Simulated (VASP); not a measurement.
# V (Im-3m) in VASP: further runs

Runs on V. Level: r2SCAN. Tasks: single point.

All numbers are computed with VASP 6.6.1; they aren't measurements. Logs are shortened: lines on timing, memory, paths and dates and some standing lists are left out, and cuts for length are marked.

**1. The cell of the first run**

The structure is cubic, space group Im-3m (No. 229). Conventional cell: a = 3.026 Å, b = 3.026 Å, c = 3.026 Å, α = 90.00°, β = 90.00°, γ = 90.00°. Within 3.5 Å of V (site symmetry m-3m) lie 14 V at 2.62 to 3.03 Å.

**2. Single point, r2SCAN**

Contents of POSCAR:

```
V
1.0
    3.0260000000      0.0000000000      0.0000000000
    0.0000000000      3.0260000000      0.0000000000
    0.0000000000      0.0000000000      3.0260000000
V
2
Direct
    0.0000000000      0.0000000000      0.0000000000
    0.5000000000      0.5000000000      0.5000000000
```

Contents of INCAR.step1:

```
SYSTEM = V
PREC     = Accurate       ! precision mode
ENCUT    = 550            ! plane-wave cutoff, eV
ISMEAR   = -1             ! smearing method
SIGMA    = 0.1            ! smearing width, eV
LREAL    = .FALSE.        ! projectors in reciprocal space
LASPH    = .TRUE.         ! aspherical terms in the spheres
NELM     = 120            ! most SCF steps
NBANDS   = 20             ! bands
GGA      = PE             ! functional
ALGO     = Normal         ! electronic algorithm
EDIFF    = 1E-5           ! SCF threshold, eV
LWAVE    = .TRUE.         ! write WAVECAR
LCHARG   = .FALSE.        ! write CHGCAR
GGA_COMPAT= .FALSE.
```

Contents of INCAR.step2:

```
SYSTEM = V
PREC     = Accurate       ! precision mode
ENCUT    = 550            ! plane-wave cutoff, eV
EDIFF    = 1E-6           ! SCF threshold, eV
ISMEAR   = -1             ! smearing method
SIGMA    = 0.1            ! smearing width, eV
LREAL    = .FALSE.        ! projectors in reciprocal space
LASPH    = .TRUE.         ! aspherical terms in the spheres
NELM     = 120            ! most SCF steps
ALGO     = Normal         ! electronic algorithm
ISIF     = 2              ! what is computed and relaxed
LWAVE    = .FALSE.        ! write WAVECAR
LCHARG   = .TRUE.         ! write CHGCAR
METAGGA  = R2SCAN         ! meta-GGA
LMIXTAU  = .TRUE.       
LELF     = .TRUE.         ! ELF
LVHAR    = .TRUE.       
NBANDS   = 20             ! bands
ISTART   = 1            
GGA_COMPAT= .FALSE.
```

Contents of KPOINTS:

```
regular mesh
0
G
  10 10 10
  0 0 0
```

Potentials or basis: VASP PAW PBE potentials, release 64 (V_sv).

Launch:

```
cat potpaw_PBE.64/V_sv/POTCAR > POTCAR
cp INCAR.step1 INCAR
mpirun -np 1 vasp_std > vasp.out
cp INCAR.step2 INCAR
mpirun -np 1 vasp_std > vasp.out
```

OUTCAR:

```text
SYSTEM = V
   PREC = Accurate
   ENCUT = 550
   EDIFF = 1E-6
   ISMEAR = -1
   LREAL = .FALSE.
   LASPH = .TRUE.
   NELM = 120
   ISIF = 2
   METAGGA = R2SCAN
   ISTART = 1

 ion  position               nearest neighbor table
   1  0.000  0.000  0.000-   2 2.62   2 2.62   2 2.62   2 2.62   2 2.62   2 2.62   2 2.62   2 2.62

   2  0.500  0.500  0.500-   1 2.62   1 2.62   1 2.62   1 2.62   1 2.62   1 2.62   1 2.62   1 2.62

  LATTYP: Found a simple cubic cell.
 ALAT       =     3.0260000000

  Lattice vectors:

 A1 = (   3.0260000000,   0.0000000000,   0.0000000000)
 A2 = (   0.0000000000,   3.0260000000,   0.0000000000)
 A3 = (   0.0000000000,   0.0000000000,   3.0260000000)

Analysis of symmetry for initial positions (statically):
=====================================================================
 Subroutine PRICEL returns following result:

  LATTYP: Found a body centered cubic cell.
 ALAT       =     3.0260000000

  Lattice vectors:

 A1 = (   1.5130000000,   1.5130000000,  -1.5130000000)
 A2 = (  -1.5130000000,   1.5130000000,   1.5130000000)
 A3 = (   1.5130000000,  -1.5130000000,   1.5130000000)

   2 primitive cells build up your supercell.

 Routine SETGRP: Setting up the symmetry group for a
 simple cubic supercell.

 Subroutine GETGRP returns: Found 48 space group operations
 (whereof 48 operations were pure point group operations)
 out of a pool of 48 trial point group operations.

The static configuration has the point symmetry O_h .

Analysis of symmetry for dynamics (positions and initial velocities):
=====================================================================
 Subroutine PRICEL returns following result:

  LATTYP: Found a body centered cubic cell.
 ALAT       =     3.0260000000

  Lattice vectors:

 A1 = (   1.5130000000,   1.5130000000,  -1.5130000000)
 A2 = (  -1.5130000000,   1.5130000000,   1.5130000000)
 A3 = (   1.5130000000,  -1.5130000000,   1.5130000000)

   2 primitive cells build up your supercell.

 Routine SETGRP: Setting up the symmetry group for a
 simple cubic supercell.

 Subroutine GETGRP returns: Found 48 space group operations
 (whereof 48 operations were pure point group operations)
 out of a pool of 48 trial point group operations.

The dynamic configuration has the point symmetry O_h .

 Subroutine INISYM returns: Found 48 space group operations
 (whereof 48 operations are pure point group operations),
 and found     2 'primitive' translations

----------------------------------------------------------------------------------------

                                     Primitive cell

  volume of cell :      13.8541

  direct lattice vectors                    reciprocal lattice vectors
     1.513000000  1.513000000 -1.513000000     0.330469266  0.330469266  0.000000000
    -1.513000000  1.513000000  1.513000000    -0.000000000  0.330469266  0.330469266
     1.513000000 -1.513000000  1.513000000     0.330469266  0.000000000  0.330469266

  length of vectors
     2.620592872  2.620592872  2.620592872     0.467354118  0.467354118  0.467354118

  position of ions in fractional coordinates (direct lattice)
     0.000000000  0.000000000  0.000000000

  ion indices of the primitive-cell ions
   primitive index   ion index
                 1           1

----------------------------------------------------------------------------------------

 KPOINTS: regular mesh

Automatic generation of k-mesh.
 Grid dimensions read from file:
 generate k-points for:   10   10   10

 Generating k-lattice:

  Cartesian coordinates                     Fractional coordinates (reciprocal lattice)
     0.033046927  0.000000000  0.000000000     0.100000000  0.000000000  0.000000000
     0.000000000  0.033046927  0.000000000     0.000000000  0.100000000  0.000000000
     0.000000000  0.000000000  0.033046927     0.000000000  0.000000000  0.100000000

  Length of vectors
     0.033046927  0.033046927  0.033046927

  Shift w.r.t. Gamma in fractional coordinates (k-lattice)
     0.000000000  0.000000000  0.000000000

 Subroutine IBZKPT returns following result:
 ===========================================

 Found     56 irreducible k-points:

 Following reciprocal coordinates:
            Coordinates               Weight
  0.000000  0.000000  0.000000      1.000000
  0.100000  0.000000  0.000000      6.000000
  0.200000  0.000000  0.000000      6.000000
  0.300000  0.000000  0.000000      6.000000
  0.400000  0.000000  0.000000      6.000000
  0.500000  0.000000  0.000000      3.000000
[... 16 lines left out ...]
  0.200000  0.100000  0.100000     24.000000
  0.300000  0.100000  0.100000     24.000000
 [... further k-points ...]
   k-points           NKPTS =     56   k-points in BZ     NKDIM =     56   number of bands    NBANDS=     20
   number of dos      NEDOS =    301   number of ions     NIONS =      2
   total plane-waves  NPLWV =  13824
   dimension x,y,z NGX =    24 NGY =   24 NGZ =   24
   dimension x,y,z NGXF=    48 NGYF=   48 NGZF=   48
   ions per type =               2
   NGX,Y,Z   is equivalent  to a cutoff of  13.19, 13.19, 13.19 a.u.
   NGXF,Y,Z  is equivalent  to a cutoff of  26.37, 26.37, 26.37 a.u.
 SYSTEM =  V
   PREC   = accura    normal or accurate (medium, high low for compatibility)
   ISTART =      1    job   : 0-new  1-cont  2-samecut
   ICHARG =      0    charge: 1-file 2-atom 10-const
   ISPIN  =      1    spin polarized calculation?
   LNONCOLLINEAR =      F non collinear calculations
   LSORBIT =      F    spin-orbit coupling
   LASPH  =      T    aspherical Exc in radial PAW
   ENCUT  =  550.0 eV  40.42 Ry    6.36 a.u.   5.79  5.79  5.79*2*pi/ulx,y,z
   NELM   =    120;   NELMIN=  2; NELMDL=  0     # of ELM steps
   EDIFF  = 0.1E-05   stopping-criterion for ELM
   LREAL  =      F    real-space projection
   EDIFFG = 0.1E-04   stopping-criterion for IOM
   NSW    =      0    number of steps for IOM
   IBRION =     -1    ionic relax: 0-MD 1-quasi-New 2-CG
   NFREE  =      0    steps in history (QN), initial steepest desc. (CG)
   ISIF   =      2    stress and relaxation
   ISYM   =      2    0-nonsym 1-usesym 2-fastsym
   POTIM  = 0.5000    time-step for ionic-motion
   TEBEG  =    0.0;   TEEND  =   0.0 temperature during run
   PSTRESS=    0.0 pullay stress
   NELECT =      26.0000    total number of electrons
   NUPDOWN=      -1.0000    fix difference up-down
   EMIN   =  10.00;   EMAX   =-10.00  energy-range for DOS
   EFERMI =   0.00;   METHOD = LEGACY
   ISMEAR =    -1;   SIGMA  =   0.10  broadening in eV -4-tet -1-fermi 0-gaus
   EFERMI_NEDOS =   21; number of points for ismear=-14 and -15
   IALGO  =     38    algorithm
   IMIX   =      4    mixing-type and parameters
     AMIX     =   0.40;   BMIX     =  1.00
     AMIX_MAG =   1.60;   BMIX_MAG =  1.00
  volume/ion in A,a.u.               =      13.85        93.49
  Fermi-wavevector in a.u.,A,eV,Ry     =   1.602742  3.028744 34.950411  2.568783
  Thomas-Fermi vector in A             =   2.699515
   LORBIT       =      0    0 simple, 1 ext, 2 COOP (PROOUT), +10 PAW based schemes
   METAGGA = R2SCAN    functional components
   LHFCALC =     F    Hartree Fock is set to
   AEXX    =    0.0000 exact exchange contribution
   IVDW    =     0    specifies the selected vdW correction
   LEPSILON=     F    determine dielectric tensor
   LRPA    =     F    only Hartree local field effects (RPA)
 non-spin polarized calculation
  energy-cutoff  :      550.00
  volume of cell :       27.71
 maximum number of plane-waves:       840
 NGX is ok and might be reduce to    24
   NGX = 11   NGY = 11   NGZ = 11

 number of electron      25.9999991 magnetization

 Free energy of the ion-electron system (eV)
  ---------------------------------------------------
  ext. energy  EPLUGINS =         0.00000000
  ---------------------------------------------------
  free energy    TOTEN  =       -28.29030220 eV

  energy without entropy =      -28.17896307  energy(sigma->0) =      -28.23463263

 E-fermi :   9.3308     XC(G=0): -13.8965

 val. band max:        9.3244502772   @ k =   0.3000   0.1000   0.1000
 cond. band min:       9.3326278257   @ k =   0.5000   0.4000   0.2000
 fundamental gap:      0.0081775485
 Fermi energy:         9.3308050412

 k-point     1 :       0.0000    0.0000    0.0000
  band No.  band energies     occupation
      1     -57.0431      2.00000
      2     -56.7310      2.00000
      3     -29.8214      2.00000
      4     -29.8214      2.00000
      5     -29.8214      2.00000
      6     -29.2378      2.00000
[... 12 lines left out ...]
     19      13.0596      0.00000
     20      19.6767      0.00000

 k-point     2 :       0.1000    0.0000    0.0000
  band No.  band energies     occupation
      1     -57.0342      2.00000
      2     -56.7373      2.00000
      3     -29.8226      2.00000
      4     -29.8062      2.00000
      5     -29.8062      2.00000
      6     -29.2683      2.00000
[... 12 lines left out ...]
     19      12.9697      0.00000
     20      18.8048      0.00000

 k-point     3 :       0.2000    0.0000    0.0000
  band No.  band energies     occupation
      1     -57.0087      2.00000
      2     -56.7560      2.00000
      3     -29.8217      2.00000
      4     -29.7625      2.00000
      5     -29.7625      2.00000
      6     -29.3517      2.00000
[... 12 lines left out ...]
     19      12.7119      0.00000
     20      17.0152      0.00000

 k-point     4 :       0.3000    0.0000    0.0000
  band No.  band energies     occupation
      1     -56.9700      2.00000
      2     -56.7863      2.00000
      3     -29.8074      2.00000
      4     -29.6950      2.00000
      5     -29.6950      2.00000
      6     -29.4673      2.00000
[... 12 lines left out ...]
     19      12.3600      0.00000
     20      15.2133      0.00000

 k-point     5 :       0.4000    0.0000    0.0000
  band No.  band energies     occupation
      1     -56.9230      2.00000
      2     -56.8264      2.00000
      3     -29.7672      2.00000
      4     -29.6112      2.00000
      5     -29.6112      2.00000
      6     -29.5889      2.00000
[... 12 lines left out ...]
     19      12.6387      0.00000
     20      13.8409      0.00000

 k-point     6 :       0.5000    0.0000    0.0000
  band No.  band energies     occupation
      1     -56.8734      2.00000
      2     -56.8734      2.00000
      3     -29.6936      2.00000
      4     -29.6936      2.00000
      5     -29.5200      2.00000
      6     -29.5200      2.00000
[... 12 lines left out ...]
     19      13.0478      0.00000
     20      13.0478      0.00000

 k-point     7 :       0.1000    0.1000    0.0000
  band No.  band energies     occupation
      1     -57.0256      2.00000
      2     -56.7432      2.00000
      3     -29.8479      2.00000
      4     -29.7917      2.00000
      5     -29.7680      2.00000
      6     -29.3230      2.00000
[... 12 lines left out ...]
     19      13.0956      0.00000
     20      18.9810      0.00000
[... 277 lines left out ...]
 k-point    20 :       0.5000    0.4000    0.0000
  band No.  band energies     occupation
      1     -56.8594      2.00000
      2     -56.8594      2.00000
      3     -30.0689      2.00000
      4     -30.0689      2.00000
      5     -29.5058      2.00000
      6     -29.5058      2.00000
[... 12 lines left out ...]
     19      13.3173      0.00000
     20      13.3173      0.00000

 k-point    21 :       0.5000    0.5000    0.0000
  band No.  band energies     occupation
      1     -56.8580      2.00000
      2     -56.8580      2.00000
      3     -30.0954      2.00000
      4     -30.0954      2.00000
      5     -29.5043      2.00000
      6     -29.5043      2.00000
[... 12 lines left out ...]
     19      13.4456      0.00000
     20      13.4456      0.00000

 k-point    22 :       0.1000    0.1000    0.1000
  band No.  band energies     occupation
      1     -57.0174      2.00000
      2     -56.7488      2.00000
      3     -29.8322      2.00000
      4     -29.8322      2.00000
      5     -29.7178      2.00000
      6     -29.3728      2.00000
[... 12 lines left out ...]
     19      12.7978      0.00000
     20      19.4495      0.00000

 k-point    23 :       0.2000    0.1000    0.1000
  band No.  band energies     occupation
      1     -56.9939      2.00000
      2     -56.7653      2.00000
      3     -29.8683      2.00000
      4     -29.7866      2.00000
      5     -29.6494      2.00000
      6     -29.4735      2.00000
[... 12 lines left out ...]
     19      12.8699      0.00000
     20      17.6664      0.00000

 k-point    24 :       0.3000    0.1000    0.1000
  band No.  band energies     occupation
      1     -56.9584      2.00000
      2     -56.7922      2.00000
      3     -29.8819      2.00000
      4     -29.7162      2.00000
      5     -29.5940      2.00000
      6     -29.5738      2.00000
[... 12 lines left out ...]
     19      12.6773      0.00000
     20      15.7541      0.00000

 [... further k-points ...]
[... 5 lines left out ...]
  --------------------------------------------------------------------------------------
  -------------------------------------------------------------------------------------
  Total       -1.1778667     -1.1778667     -1.1778667     -0.0000000      0.0000000     -0.0000000
  in kB      -68.1082865    -68.1082865    -68.1082865     -0.0000000      0.0000000     -0.0000000
  external PRESSURE =     -68.1082865 kB  Pullay stress =       0.0000000 kB

 VOLUME and BASIS-vectors are now :
 -----------------------------------------------------------------------------
  energy-cutoff  :      550.00
  volume of cell :       27.71
      direct lattice vectors                 reciprocal lattice vectors
     3.026000000  0.000000000  0.000000000     0.330469266  0.000000000  0.000000000
     0.000000000  3.026000000  0.000000000     0.000000000  0.330469266  0.000000000
     0.000000000  0.000000000  3.026000000     0.000000000  0.000000000  0.330469266

 POSITION                                       TOTAL-FORCE (eV/Angst)
 -----------------------------------------------------------------------------------
      0.00000      0.00000      0.00000        -0.000000     -0.000000     -0.000000
      1.51300      1.51300      1.51300         0.000000      0.000000      0.000000
 -----------------------------------------------------------------------------------
    total drift:                                0.000000      0.000000     -0.000000

  FREE ENERGIE OF THE ION-ELECTRON SYSTEM (eV)
  ---------------------------------------------------
  free  energy   TOTEN  =       -28.2903021955 eV

  energy  without entropy=      -28.1789630725  energy(sigma->0) =      -28.23463263
```

It took 2.3 min on 1 thread of Intel Xeon 8259CL, shared host; peak memory 0.16 GiB.

What came out:

```
Free energy            : -28.2903 eV
Pressure               : -6.8 GPa
Band gap on the k mesh : zero (band 13 reaches 10.72 eV, above the bottom of band 14 at 8.13 eV)
```

Caveat: the PAW data sets were made with another functional, which shifts forces and pressure a little.

**3. Single point, r2SCAN, collinear spin, zero start**

POSCAR is that of step 2.

Contents of INCAR.step1:

```
PREC = Accurate
ENCUT = 550
ISMEAR = -1
SIGMA = 0.1
LREAL = False
LASPH = True
NELM = 200
ISPIN = 2
MAGMOM = 0 0
LMAXMIX = 4
NBANDS = 24
GGA = PE
ALGO = Normal
EDIFF = 1E-5
LWAVE = True
LCHARG = False
GGA_COMPAT = False
```

Contents of INCAR.step2:

```
PREC = Accurate
ENCUT = 550
EDIFF = 1E-6
ISMEAR = -1
SIGMA = 0.1
LREAL = False
LASPH = True
NELM = 200
ALGO = Normal
ISIF = 2
LWAVE = False
LCHARG = False
ISPIN = 2
MAGMOM = 0 0
LORBIT = 11
LMAXMIX = 4
METAGGA = R2SCAN
LMIXTAU = True
NBANDS = 24
ISTART = 1
GGA_COMPAT = False
```

Contents of KPOINTS:

```
Automatic mesh
0
Gamma
  10 10 10
```

Potentials or basis: VASP PAW PBE potentials, release 64 (V_sv).

Launch:

```
cat potpaw_PBE.64/V_sv/POTCAR > POTCAR
cp INCAR.step1 INCAR
mpirun -np 1 vasp_std > vasp.out
cp INCAR.step2 INCAR
mpirun -np 1 vasp_std > vasp.out
```

Wall time 4.9 min (1 thread of Intel Xeon 8259CL, shared host); peak memory 0.19 GiB.

The run converged. Its results:

```
Free energy                                           : -28.2903 eV
Pressure                                              : -6.8 GPa
Band gap on the k mesh                                : zero (filled and empty bands overlap)
Net moment                                            : 0.00 μB per cell
Valence electrons inside the program's atomic spheres : V 11.57
```

Levels at points of the mesh, in eV from the Fermi level:
Spin up:
```
           k point  band 11  band 12  band 13  band 14  band 15  band 16
(0.00, 0.00, 0.00)    -2.99     0.46     0.46     0.46     2.57     2.57
(0.50, 0.00, 0.00)    -0.48    -0.48     0.86     0.86     0.86     0.86
(0.50, 0.50, 0.00)    -1.11    -1.11     1.39     1.39     2.54     2.54
(0.50, 0.50, 0.50)    -1.20    -1.20    -1.20    -1.20     2.99     2.99
```
Spin down:
| k point | band 11 | band 12 | band 13 | band 14 | band 15 | band 16 |
| --- | --- | --- | --- | --- | --- | --- |
| (0.00, 0.00, 0.00) | -2.99 | 0.46 | 0.46 | 0.46 | 2.57 | 2.57 |
| (0.50, 0.00, 0.00) | -0.48 | -0.48 | 0.86 | 0.86 | 0.86 | 0.86 |
| (0.50, 0.50, 0.00) | -1.11 | -1.11 | 1.39 | 1.39 | 2.54 | 2.54 |
| (0.50, 0.50, 0.50) | -1.20 | -1.20 | -1.20 | -1.20 | 2.99 | 2.99 |

Caveat: the PAW data sets were made with another functional, which shifts forces and pressure a little.

(Continued in part 2 of 2.)
